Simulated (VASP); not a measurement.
The system is Ge.

```
Ge
1.0
     0.00000    2.77128    2.77128
     2.77128    0.00000    2.77128
     2.77128    2.77128    0.00000
Ge
2
Direct
  0.00000 0.00000 0.00000
  0.25000 0.25000 0.25000
```

| Item | Value |
| --- | --- |
| Program | VASP 6.6.1 |
| Task | relaxation of cell and atoms |
| Functional | PBEsol |
| Potentials or basis | VASP PAW PBE potentials, release 64 (Ge_d) |
| Cutoff | 500 eV |
| k mesh | 6 × 6 × 6 |
| Occupations | fermi-dirac, width 0.03 eV |
| Spin | no spin polarisation |

At the start: pressure 5.4 GPa; volume 21.28 Å³/atom.

Q: How do energy, volume and symmetry change on relaxing?

A: Over 4 steps the energy falls by 23.4 meV/atom and the volume is 22.81 Å³/atom (+7.2 %); space group Fd-3m (No. 227, to 0.05 Å).

Step by step:
| step | energy change (eV) | largest force (eV/Å) | pressure (GPa) | volume (Å³) |
| --- | --- | --- | --- | --- |
| 1 | 0.0000 | 0.0000 | 5.41 | 42.57 |
| 2 | -0.0368 | 0.0000 | -2.09 | 47.15 |
| 3 | -0.0468 | 0.0000 | 0.08 | 45.57 |
| 4 | -0.0468 | 0.0000 | 0.00 | 45.63 |

Final structure:
```
CELL_PARAMETERS angstrom
0.00000 2.83620 2.83620
2.83620 0.00000 2.83620
2.83620 2.83620 0.00000
ATOMIC_POSITIONS crystal
Ge 0.00000 0.00000 0.00000
Ge 0.25000 0.25000 0.25000
```

Caveat: the PAW data sets were made with another functional, which shifts forces and pressure a little.
